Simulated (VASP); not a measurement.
Set up this calculation in VASP 6.6.1, as the native input.

| Property | Result |
| --- | --- |
| Task | single point |
| Functional | PBE |
| Potentials or basis | VASP PAW PBE potentials, release 64 (H, Si, O) |
| Cutoff | 520 eV |
| k mesh | 4 × 4 × 1 |
| Occupations | gaussian, width 0.02 eV |
| Spin | no spin polarisation |
| Dipole correction | no |
| Further INCAR settings | LREAL = Auto; ALGO = Normal; EDIFF = 1e-06; NBANDS = 77 |

The structure of Si24H8O lies in POSCAR:

```
Si24H8O
1.0
    7.6805938572      0.0000000000      0.0000000000
    3.8402969286      6.6515893965      0.0000000000
    0.0000000000      0.0000000000     24.0550759519
H Si O
8 24 1
Direct
   -0.0801748225     -0.0801639707      0.7146302707
    0.0040034358      0.5205184681      0.7094682267
    0.5205194180      0.0040247448      0.7094709980
    0.5009703030      0.5009985303      0.7099044900
    0.0000000000      0.0000000000      0.2909988733
    0.0000000000      0.5000000000      0.2909988733
    0.5000000000      0.0000000000      0.2909988733
    0.5000000000      0.5000000000      0.2909988733
   -0.0302253412     -0.0302342661      0.6587361026
    0.0037299399      0.5146331287      0.6470322564
    0.5146274823      0.0037300459      0.6470351655
    0.5040652108      0.5040579043      0.6474641488
    0.1818503142      0.1818597093      0.6213057534
    0.1737191406      0.6695583039      0.6127808794
    0.6695660322      0.1737091017      0.6127816086
    0.6708445411      0.6708461441      0.6151832052
    0.1626823008      0.1626819548      0.5213289144
    0.1680192896      0.6660178532      0.5156413492
    0.6660142042      0.1680362119      0.5156410482
    0.6673139442      0.6673320853      0.5171651955
    0.3299142503      0.3299227591      0.4847866843
    0.3338425822      0.8340163520      0.4840266524
    0.8340163239      0.3338587231      0.4840273356
    0.8335960487      0.8336115519      0.4837661301
    0.3333333333      0.3333333333      0.3859433804
    0.3333333333      0.8333333333      0.3859433804
    0.8333333333      0.3333333333      0.3859433804
    0.8333333333      0.8333333333      0.3859433804
    0.0000000000      0.0000000000      0.3533557748
    0.0000000000      0.5000000000      0.3533557748
    0.5000000000      0.0000000000      0.3533557748
    0.5000000000      0.5000000000      0.3533557748
    0.0917250014      0.0917191733      0.6698976119
```

One way to write it, as run:

INCAR

```
PREC = Accurate ; ENCUT = 520
EDIFF = 1E-6 ; ISMEAR = 0
SIGMA = 0.02 ; LREAL = Auto
LASPH = T ; NELM = 100
ALGO = Normal ; ISIF = 2
LWAVE = F ; LCHARG = F
GGA = PE ; NBANDS = 77
```

KPOINTS

```
regular mesh
0
Gamma
  4 4 1
```

Potentials or basis: VASP PAW PBE potentials, release 64 (H, Si, O).

The run is started by

```console
$ cat potpaw_PBE.64/H/POTCAR potpaw_PBE.64/Si/POTCAR potpaw_PBE.64/O/POTCAR > POTCAR
$ mpirun -np 1 vasp_std > vasp.out
```

It gave:

The largest force is 0.229 eV/Å and the band gap on the k mesh is 1.09 eV (least direct gap 1.12 eV).

Wall time 63 min on 1 thread of Intel(R) Xeon(R) Platinum 8488C (Sapphire Rapids), with other jobs on the host, peak memory 1.5 GiB.
